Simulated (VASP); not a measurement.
Wanted: the native input for a VASP 6.6.1 run.

* Task: relaxation of cell and atoms
* Functional: PBEsol
* Dispersion: D3(BJ)
* Potentials or basis: VASP PAW PBE potentials, release 64 (W_sv)
* Cutoff: 600 eV
* k mesh: 11 × 11 × 11
* Occupations: fermi-dirac, width 0.05 eV
* Spin: no spin polarisation
* Dipole correction: no
* Further INCAR settings: ALGO = Normal; EDIFF = 1e-06; IBRION = 2; EDIFFG = -0.01; NSW = 60; ISIF = 3

The structure of W lies in POSCAR:

```
W
1.0
    0.0000000000      2.0300000000      2.0300000000
    2.0300000000      0.0000000000      2.0300000000
    2.0300000000      2.0300000000      0.0000000000
W
1
Direct
    0.0000000000      0.0000000000      0.0000000000
```

One way to write it, as run:

INCAR

```
ALGO = Normal
EDIFF = 1E-6
EDIFFG = -0.01
ENCUT = 600
GGA = PS
IBRION = 2
ISIF = 3
ISMEAR = -1
IVDW = 12
LASPH = T
LCHARG = F
LREAL = F
LWAVE = F
NELM = 60
NSW = 60
PREC = Accurate
SIGMA = 0.05
```

KPOINTS

```
k-points
0
Gamma
  11 11 11
```

Potentials or basis: VASP PAW PBE potentials, release 64 (W_sv).

Run with:

```console
$ cat potpaw_PBE.64/W_sv/POTCAR > POTCAR
$ mpirun -np 1 vasp_std > vasp.out
```

It gave:

```yaml
Relaxed_volume: 15.66 Å³/atom
Relaxed_cell: a = 2.808 Å, b = 2.808 Å, c = 2.808 Å, α = 60.00°, β = 60.00°, γ = 60.00°
Space_group_after_relaxing_to_0.05_Å: Fm-3m (No. 225)
Energy_gained_by_relaxing: 67.7 meV/atom
Ionic_steps: 5
Pressure_after_relaxing: 0.0 GPa
Band_gap_on_the_k_mesh: zero (band 7 reaches 13.91 eV, above the bottom of band 8 at 10.34 eV)
Dispersion_energy_per_atom: -0.753 eV
```

Caveat: the PAW data sets were made with another functional, which shifts forces and pressure a little; spin-orbit coupling is left out, which moves the levels of the heavy elements; pairwise dispersion overbinds metals, which lowers pressure and volume.

Wall time 24 s on 1 thread of Intel(R) Xeon(R) Platinum 8259CL CPU @ 2.50GHz (Skylake/Cascade Lake) (shared host), peak memory 0.17 GiB.
